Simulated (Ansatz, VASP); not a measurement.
## AlIn2As3 in VASP and in Ansatz

```
CELL_PARAMETERS angstrom
-2.13694 6.39539 3.01146
2.13694 -6.39539 3.01146
2.13694 6.39539 -3.01146
ATOMIC_POSITIONS crystal
Al 0.99984 0.99984 0.00000
In 0.33624 0.00022 0.33602
In 0.66420 0.00022 0.66398
As 0.92261 0.76361 0.15900
As 0.60461 0.76361 0.84100
As 0.22250 0.72250 0.50000
```

Alike in both runs: functional PBE; k mesh 5 × 5 × 5; occupations gaussian, width 0.2 eV; no spin polarisation.

Ansatz relaxed the structure, and its values are those at the end. VASP's run is a single point on that final structure, the one shown.

```csv
,VASP,Ansatz
version,VASP 6.6.1,Ansatz 0.2.0
potentials or method,"VASP PAW PBE potentials, release 64 (Al, In_d, As), cutoff 500 eV","scalar-relativistic, plane waves, PAW"
valence electrons in the cell,44,74
```

|  | VASP | Ansatz | Ansatz less VASP |
| --- | --- | --- | --- |
| pressure (GPa) | -0.1 | -0.2 | -0.07 |
| rms of the force components (eV/Å) | 0.014 | 0.014 | +0.0004 |

VASP's potentials hold 44 valence electrons a cell and Ansatz's 74, so a difference there can come from the potentials and not from the codes.
